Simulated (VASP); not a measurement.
Crystal: ZnO (zincite).

```
Zn O
1.0
     3.24931    0.00000    0.00000
    -1.62465    2.81398    0.00000
     0.00000    0.00000    5.20571
Zn O
2 2
Direct
  0.66667 0.33333 0.00000
  0.33333 0.66667 0.50000
  0.33333 0.66667 0.87901
  0.66667 0.33333 0.37901
```

| Item | Value |
| --- | --- |
| Program | VASP 6.6.1 |
| Task | relaxation of cell and atoms |
| Functional | BLYP |
| Potentials or basis | VASP PAW PBE potentials, release 64 (Zn, O) |
| Cutoff | 600 eV |
| k mesh | 9 × 9 × 5 |
| Occupations | fermi-dirac, width 0.05 eV |
| Spin | no spin polarisation |

At the start: pressure 10.3 GPa; volume 11.90 Å³/atom.

**Question.** Where does the relaxation end?

**Answer.** Over 8 steps the energy falls by 27.5 meV/atom and the volume is 12.81 Å³/atom (+7.6 %); space group P6_3mc (No. 186, to 0.05 Å).

The path:
```tsv
step	energy change (eV)	largest force (eV/Å)	pressure (GPa)	volume (Å³)
1	0.0000	0.0734	10.28	47.60
2	-0.0867	0.0311	-3.89	53.05
3	-0.1097	0.0105	-0.08	51.21
4	-0.1097	0.0093	0.16	51.14
5	-0.1098	0.0144	0.15	51.13
6	-0.1099	0.0226	0.17	51.13
7	-0.1100	0.0114	-0.02	51.22
8	-0.1100	0.0091	-0.07	51.23
```

Final structure:
```cif
data_structure
_symmetry_space_group_name_H-M 'P 1'
_symmetry_Int_Tables_number 1
_cell_length_a 3.3198
_cell_length_b 3.3198
_cell_length_c 5.3677
_cell_angle_alpha 90.000
_cell_angle_beta 90.000
_cell_angle_gamma 120.000
_cell_volume 51.23
loop_
_atom_site_label
_atom_site_type_symbol
_atom_site_fract_x
_atom_site_fract_y
_atom_site_fract_z
_atom_site_occupancy
Zn1 Zn 0.66667 0.33333 0.00005 1
Zn2 Zn 0.33333 0.66667 0.50005 1
O1 O 0.33333 0.66667 0.87896 1
O2 O 0.66667 0.33333 0.37896 1
```

Caveat: the PAW data sets were made with another functional, which shifts forces and pressure a little.
